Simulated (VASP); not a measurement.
Wanted: the native input for a VASP 6.6.1 run.

```
Task                   : single point
Functional             : PBE
Potentials or basis    : VASP PAW PBE potentials, release 64 (Cu, O)
Cutoff                 : 520 eV
k mesh                 : 8 × 4 × 4
Occupations            : gaussian, width 0.2 eV
Spin                   : no spin polarisation
Dipole correction      : no
Further INCAR settings : ALGO = Normal; EDIFF = 1e-06; NBANDS = 44
```

The structure of CuO lies in POSCAR:

```
CuO
1.0
    2.0890263360      2.0789186400     -0.0025475287
   -0.0048160913     -0.0013725901      5.1547907082
    4.1772034289     -4.1579933495     -0.0025975987
Cu O
4 4
Direct
    0.5000146105      0.4999976588      1.0000012432
    0.4999920205      0.5000028826      0.4999988738
    1.0001235523     -0.0000045909      0.2499939653
    0.9998740683      0.0000043012      0.7500060888
    0.4994918132      0.7499982475      0.2501587068
    0.4992431244      0.7500108740      0.7501715215
    0.5007564983      0.2499908098      0.2498363513
    0.5005043125      0.2499998171      0.7498332494
```

These files were run (other wordings do the same):

INCAR

```
SYSTEM = CuO
PREC = Accurate ; ENCUT = 520
EDIFF = 1E-6 ; ISMEAR = 0
SIGMA = 0.2 ; LREAL = .False.
LASPH = .True. ; NELM = 100
ALGO = Normal ; ISIF = 2
LWAVE = .False. ; LCHARG = .True.
GGA = PE ; LELF = .True.
LVHAR = .True. ; NBANDS = 44
```

KPOINTS

```
regular mesh
0
Gamma
  8 4 4
  0 0 0
```

Potentials or basis: VASP PAW PBE potentials, release 64 (Cu, O).

Launch:

```bash
$ cat potpaw_PBE.64/Cu/POTCAR potpaw_PBE.64/O/POTCAR > POTCAR
$ mpirun -np 1 vasp_std > vasp.out
```

Results of the run:

```yaml
Pressure: 0.7 GPa
Band_gap_on_the_k_mesh: zero (bands 34 and 35 overlap by 0.92 eV)
```

Caveat: semilocal functionals often make such compounds metallic where correlation or magnetic order opens a gap, which also shifts bond lengths.

Run time: 5.1 min on 1 thread of Intel(R) Xeon(R) Platinum 8488C (Sapphire Rapids) (shared host), peak memory 0.33 GiB.
